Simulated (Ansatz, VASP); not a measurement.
Two plane-wave programs on Al4B3P

INCAR

```
SYSTEM = Al4B3P
  PREC = Accurate
  ENCUT = 600
  EDIFF = 1E-6
  ISMEAR = 0
  SIGMA = 0.2
  LREAL = .False.
  LASPH = .True.
  NELM = 80
  ALGO = Normal
  ISIF = 3
  LWAVE = .False.
  LCHARG = .False.
  GGA = PE
  IBRION = 2
  NSW = 80
  EDIFFG = -0.025
```

KPOINTS

```
Automatic mesh
0
Gamma
  6 6 2
  0 0 0
```

File POSCAR:

```
Al4B3P
1.0
    3.4451372162     -0.0094413706      0.0093518748
   -1.7307450750      3.0468566870      0.0348665696
    0.0256074202      0.1250261074      9.7200549617
Al B P
4 3 1
Direct
    0.6891185899      0.3641180597      0.3320370601
    0.6752665595      0.3358419769      0.8679597498
    0.3337671941      0.6806220413      0.6521454304
    0.3332739081      0.6494009945      0.1249332399
   -0.0102853428     -0.0020011670      0.0029270453
    0.9996528550     -0.0070795930      0.8293965586
   -0.0075163985     -0.0153632324      0.1862574594
    0.9867226348     -0.0055390801      0.5043434565
```

Input for Ansatz:

```yaml
crystal:
  lattice:
    - [3.4451372162, -0.0094413706, 0.0093518748]
    - [-1.730745075, 3.046856687, 0.0348665696]
    - [0.0256074202, 0.1250261074, 9.7200549617]
  atoms:
    - { symbol: Al, position: [0.6891185899, 0.3641180597, 0.3320370601] }
    - { symbol: Al, position: [0.6752665595, 0.3358419769, 0.8679597498] }
    - { symbol: Al, position: [0.3337671941, 0.6806220413, 0.6521454304] }
    - { symbol: Al, position: [0.3332739081, 0.6494009945, 0.1249332399] }
    - { symbol: B, position: [-0.0102853428, -0.002001167, 0.0029270453] }
    - { symbol: B, position: [0.999652855, -0.007079593, 0.8293965586] }
    - { symbol: B, position: [-0.0075163985, -0.0153632324, 0.1862574594] }
    - { symbol: P, position: [0.9867226348, -0.0055390801, 0.5043434565] }
basis:
  ecutwfc: 420
kpoints:
  mp_grid: { grid: [6, 6, 2] }
hamiltonian:
  xc: pbe
scf:
  occupations: { method: gaussian, width: 0.2 }
  lower_state_search: "off"
output:
  forces: true
  stress: true
  eigenvalues: true
relax:
  adjacent_minimum: "off"
  f_tol: 0.025
  max_steps: 60
  cell: { stress_tol: 0.25 }
```

Change from the starting cell: cell x1, atoms moved at random (sigma 0.05 Å) and cell strained at random (1.5 %), then relaxed without symmetry.

Alike in both runs: task relaxation of cell and atoms; functional PBE; k mesh 6 × 6 × 2; occupations gaussian, width 0.2 eV; no spin polarisation.

|  | VASP | Ansatz |
| --- | --- | --- |
| version | VASP 6.6.1 | Ansatz 0.2.0 |
| potentials or method | VASP PAW PBE potentials, release 64 (Al, B, P), cutoff 600 eV | scalar-relativistic, plane waves, PAW |
| valence electrons in the cell | 26 | 26 |

|  | VASP | Ansatz | Ansatz less VASP |
| --- | --- | --- | --- |
| gap on the k mesh at the Fermi level, each at its own relaxed structure (eV) | none | none | - |
| relaxed volume (Å³/atom) | 12.42 | 12.83 | +0.412 |
| relaxed length of the cell vector where the two differ most in proportion (Å) | 3.506 | 3.609 | +0.1028 |

A gap of «none» marks a metal or a gap that the smearing closes.
